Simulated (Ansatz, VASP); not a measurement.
## Two plane-wave programs on In

File POSCAR:

```
In
1.0
    0.0000000000      2.3954566354      2.3954566354
    2.3954566354      0.0000000000      2.3954566354
    2.3954566354      2.3954566354      0.0000000000
In
1
Direct
    0.0000000000      0.0000000000      0.0000000000
```

INCAR.step1

```
ALGO = Normal ; EDIFF = 1E-5
ENCUT = 520 ; GGA = PE
ISIF = 2 ; ISMEAR = 0
LASPH = T ; LREAL = F
LWAVE = T ; NBANDS = 12
NELM = 100 ; PREC = Accurate
SIGMA = 0.05
```

Contents of INCAR.step2:

```
ALGO = Normal ; EDIFF = 1E-6
ENCUT = 520 ; GGA = PE
HFSCREEN = 0.2079 ; ISIF = 2
ISMEAR = 0 ; ISTART = 1
LASPH = T ; LCHARG = T
LELF = T ; LHFCALC = T
LREAL = F ; LVHAR = T
LWAVE = F ; NBANDS = 12
NELM = 100 ; PREC = Accurate
PRECFOCK = Normal ; SIGMA = 0.05
```

Contents of KPOINTS:

```
k-points
0
Gamma
  8 8 8
```

Input for Ansatz:

```yaml
crystal:
  lattice:
    - [0.0, 2.3954566354, 2.3954566354]
    - [2.3954566354, 0.0, 2.3954566354]
    - [2.3954566354, 2.3954566354, 0.0]
  atoms:
    - { symbol: In, position: [0.0, 0.0, 0.0] }
basis:
  ecutwfc: 420
  ecutrho_ratio: 4
kpoints:
  mp_grid: { grid: [8, 8, 8] }
hamiltonian:
  xc: hse06
scf:
  occupations: { method: gaussian, width: 0.05 }
output:
  forces: true
  stress: true
  eigenvalues: true
```

Alike in both runs: task single point; functional HSE06; k mesh 8 × 8 × 8; occupations gaussian, width 0.05 eV; no spin polarisation.

|  | VASP | Ansatz |
| --- | --- | --- |
| version | VASP 6.6.1 | Ansatz 0.2.0 |
| potentials or method | VASP PAW PBE potentials, release 64 (In_d), cutoff 520 eV | scalar-relativistic, plane waves, PAW |
| valence electrons in the cell | 13 | 13 |

```csv
,VASP,Ansatz,Ansatz less VASP
pressure (GPa),-1.2,-1.0,+0.22
```

The functional is the same, so the differences come from potentials, cutoffs and numerics. Ansatz's warnings: filled band counts differ across k points, stress exchange threshold loose, stress scf threshold loose.
